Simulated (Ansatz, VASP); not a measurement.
## Two plane-wave programs on EuS

```xyz
2
Lattice="0.0000 2.9785 2.9785 2.9785 0.0000 2.9785 2.9785 2.9785 0.0000" Properties=species:S:1:pos:R:3 pbc="T T T"
Eu    0.0000    0.0000    0.0000
S     2.9785    2.9785    2.9785
```

Alike in both runs: task single point; functional PBEsol; k mesh 7 × 7 × 7; occupations fermi-dirac, width 0.3 eV; collinear spin; Hubbard terms Eu f U = 3.0 eV.

```csv
,VASP,Ansatz
version,VASP 6.6.1,Ansatz 0.2.0
potentials or method,"VASP PAW PBE potentials, release 64 (Eu, S)","plane waves, PAW"
plane-wave cutoff (eV),600,420
valence electrons in the cell,23,23
```

VASP gave:

| Item | Value |
| --- | --- |
| gap on the k mesh at the Fermi level (eV) | none |
| net moment per atom (μB) | 3.46 |
| size of the moment on the site where the two differ most (μB) | 6.61 |

What did Ansatz give for the same quantities?

gap on the k mesh at the Fermi level (eV): none; net moment per atom (μB): 3.47; size of the moment on the site where the two differ most (μB): 6.78.

VASP's potentials were made for PBE, not for PBEsol. Site moments also hang on the region over which each program counts them. The programs project onto different local orbitals, so the same U acts differently, and such runs can settle in different states. A gap of «none» marks a metal or a gap that the smearing closes. Ansatz's warnings: filled band counts differ across k points, given moment on shells, stability check not made.

Spin-orbit coupling is off throughout.
